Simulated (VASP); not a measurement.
Crystal: CdPbO2.

```
CELL_PARAMETERS angstrom
3.54666 0.00000 0.00000
-1.77333 3.07150 0.00000
0.00000 0.00000 5.49732
ATOMIC_POSITIONS crystal
Cd 0.00000 0.00000 0.50000
Pb 0.00000 0.00000 0.00000
O 0.33333 0.66667 0.25000
O 0.66667 0.33333 0.75000
```

```yaml
Program: VASP 6.6.1
Task: relaxation of cell and atoms
Functional: PBE
Potentials_or_basis: VASP PAW PBE potentials, release 64 (Cd, Pb_d, O)
Cutoff: 600 eV
k_mesh: 6 × 6 × 4
Occupations: gaussian, width 0.1 eV
Spin: no spin polarisation
```

At the start: pressure 13.4 GPa; volume 14.97 Å³/atom.

Question: How do energy, volume and symmetry change on relaxing?

Answer: Over 9 steps the energy falls by 202.5 meV/atom and the volume is 16.08 Å³/atom (+7.4 %); space group P-3m1 (No. 164, to 0.05 Å).

The path:
```
step  energy change (eV)  largest force (eV/Å)  pressure (GPa)  volume (Å³)
   1              0.0000                1.5956           13.37        59.89
   2             -0.5674                0.4645           -7.34        71.16
   3             -0.6138                0.6823           -4.03        68.37
   4             -0.7702                0.4409           -1.97        65.81
   5             -0.7978                0.2691           -0.50        64.39
   6             -0.7980                0.2515           -0.36        64.25
   7             -0.8067                0.1463            0.44        63.81
   8             -0.8079                0.0893            0.88        63.57
   9             -0.8098                0.0184           -0.28        64.32
```

Final structure:
```yaml
crystal:
  lattice:
    - [3.47328, 0.00000, 0.00000]
    - [-1.73664, 3.00795, 0.00000]
    - [0.00000, 0.00000, 6.15643]
  atoms:
    - { symbol: Cd, position: [0.00000, 0.00000, 0.50000] }
    - { symbol: Pb, position: [0.00000, 0.00000, 0.00000] }
    - { symbol: O, position: [0.33333, 0.66667, 0.27723] }
    - { symbol: O, position: [0.66667, 0.33333, 0.72277] }
```
